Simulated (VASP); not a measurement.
Input of a VASP 6.6.1 run:

INCAR

```
SYSTEM = MoS2
  PREC = Accurate
  ENCUT = 520
  EDIFF = 1E-6
  ISMEAR = 0
  SIGMA = 0.05
  LREAL = .False.
  LASPH = .True.
  NELM = 100
  ALGO = Normal
  ISIF = 2
  LWAVE = .False.
  LCHARG = .True.
  GGA = PE
  IVDW = 12
  LELF = .True.
  LVHAR = .True.
  NBANDS = 20
```

Contents of KPOINTS:

```
regular mesh
0
Gamma
  9 9 9
  0 0 0
```

File POSCAR:

```
MoS2
1.0
    1.5768837490      0.9102367723      5.9953800087
   -1.5763179769      0.9102658176      5.9952268736
    0.0003080400     -1.8205173499      5.9953056813
Mo S
1 2
Direct
    0.0000110496      0.0000176070      0.0000233421
    0.7535162145      0.7536101381      0.7535616637
    0.5797727358      0.5796722548      0.5797149941
```

Potentials or basis: VASP PAW PBE potentials, release 64 (Mo_sv, S).

Run with:

```bash
$ cat potpaw_PBE.64/Mo_sv/POTCAR potpaw_PBE.64/S/POTCAR > POTCAR
$ mpirun -np 1 vasp_std > vasp.out
```

Task: Estimate the dispersion energy per atom.

Result: -0.440 eV.

Task: Estimate the band gap on the k mesh.

Result: 0.90 eV, indirect (least direct gap 1.77 eV).

Task: What does it give for the pressure?

Result: -0.1 GPa.

Task: What does it give for the largest force?

Result: 0.012 eV/Å.

Forces on the atoms (eV/Å):
```
Mo   0.000  0.000  0.000
S    0.000  0.000 -0.011
S    0.000  0.000  0.012
```

Caveat: the cell differs from its parent crystal (all atoms moved at random, sigma 0.1 Å a component, then relaxed in part). A k mesh can miss the band edges.
